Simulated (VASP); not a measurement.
Crystal: CaSe.

```
Ca Se
1.0
     0.00000    3.27956    3.27956
     3.27956    0.00000    3.27956
     3.27956    3.27956    0.00000
Ca Se
1 1
Direct
  0.00000 0.00000 0.00000
  0.25000 0.25000 0.25000
```

Base run:

* Program: VASP 6.6.1
* Functional: PBE
* Potentials or basis: VASP PAW PBE potentials, release 64 (Ca_sv, Se)
* Cutoff: 520 eV
* k mesh: 4 × 4 × 4
* Occupations: methfessel-paxton, width 0.5 eV
* Spin: no spin polarisation

Its results: band gap on the k mesh 3.20 eV, indirect (least direct gap 3.30 eV); pressure 0.5 GPa.

Question: The run is repeated on the same cell with these changes: functional from PBE to r2SCAN; occupations from methfessel-paxton, width 0.5 eV to gaussian, width 0.01 eV. What comes out?

Answer: Band gap on the k mesh 3.68 eV, indirect (least direct gap 3.78 eV); pressure 0.2 GPa.

Caveats: the PAW data sets were made with another functional, which shifts forces and pressure a little (some runs).

A k mesh can miss the band edges.
